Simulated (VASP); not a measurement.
Runs of VASP 6.6.1 on Sn3Se2. The structure is that of space group P-3m1 (No. 164), or close to it. The cells are those of the table. 

| cell | k mesh | smearing | gap on the mesh (eV) | pressure (GPa) | largest force (eV/Å) |
| --- | --- | --- | --- | --- | --- |
| a = 4.847, b = 4.847, c = 8.338 Å, angles 90.0, 90.0, 120.0°, 5 atoms | 4 × 4 × 2 | gaussian 0.2 eV | none | -0.2 | 0.03 |
| a = 3.988, b = 3.988, c = 9.971 Å, angles 90.0, 90.0, 120.0°, 5 atoms | 6 × 6 × 2 | gaussian 0.1 eV | none | (a) | 0.09 |
| a = 3.988, b = 3.988, c = 9.971 Å, angles 90.0, 90.0, 120.0°, 5 atoms | 5 × 5 × 2 | gaussian 0.2 eV | none | -0.1 | 0.03 |
| a = 5.289, b = 5.289, c = 5.954 Å, angles 90.0, 90.0, 120.0°, 5 atoms | 4 × 4 × 3 | gaussian 0.2 eV | none | -0.2 | 0.02 |

Alike in all rows: task single point; level PBE; potentials or basis VASP PAW PBE potentials, release 64 (Sn_d, Se); no spin polarisation; cutoff (eV) 500.

Q: Fill in the values left out.

A: (a) 0.1.

Caveats: some runs use coarse meshes; spin-orbit coupling is left out, which moves the levels of the heavy elements.

A k mesh can miss the band edges, and the runs leave out spin-orbit coupling on Se, Sn.

A gap of «none» marks levels without a gap at the run's occupations.
